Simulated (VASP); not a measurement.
A run of VASP 6.6.1 is set up as follows.

INCAR

```
SYSTEM = TePb
PREC     = Accurate       ! precision mode
ENCUT    = 600            ! plane-wave cutoff, eV
EDIFF    = 1E-6           ! SCF threshold, eV
ISMEAR   = 0              ! smearing method
SIGMA    = 0.02           ! smearing width, eV
LREAL    = .FALSE.        ! projectors in reciprocal space
LASPH    = .TRUE.         ! aspherical terms in the spheres
NELM     = 80             ! most SCF steps
ALGO     = Normal         ! electronic algorithm
ISIF     = 3              ! what is computed and relaxed
LWAVE    = .FALSE.        ! write WAVECAR
LCHARG   = .FALSE.        ! write CHGCAR
GGA      = PE             ! functional
IBRION   = 2              ! ionic algorithm
NSW      = 65             ! ionic steps
EDIFFG   = -0.01          ! ionic threshold
```

Contents of KPOINTS:

```
Automatic mesh
0
G
  6 6 6
  0 0 0
```

The input POSCAR:

```
TePb
1.0
    4.6452898470      0.0000000000      0.0000000000
   -2.3226449235      4.0229390155      0.0000000000
    0.0000000000      0.0000000000      7.5856413266
Pb Te
2 2
Direct
    0.0000000000      0.0000000000      0.0000000000
    0.3333333333      0.6666666667      0.5000000000
    0.6666666667      0.3333333333      0.2500000000
    0.6666666667      0.3333333333      0.7500000000
```

Potentials or basis: VASP PAW PBE potentials, release 64 (Pb_d, Te).

Launch:

```bash
$ cat potpaw_PBE.64/Pb_d/POTCAR potpaw_PBE.64/Te/POTCAR > POTCAR
$ mpirun -np 1 vasp_std > vasp.out
```

Problem. Estimate the space group after relaxing (to 0.1 Å).

Solution. P6_3/mmc (No. 194).

Problem. Predict the band gap on the k mesh.

Solution. 0.26 eV (least direct gap 0.39 eV).

Final structure:
```
CELL_PARAMETERS angstrom
4.49998 0.00000 0.00000
-2.24999 3.89710 0.00000
0.00000 0.00000 8.15827
ATOMIC_POSITIONS crystal
Pb 0.00000 0.00000 0.00000
Pb 0.33333 0.66667 0.50000
Te 0.66667 0.33333 0.25000
Te 0.66667 0.33333 0.75000
```

Caveat: spin-orbit coupling is left out, which moves the levels of the heavy elements. A k mesh can miss the band edges.
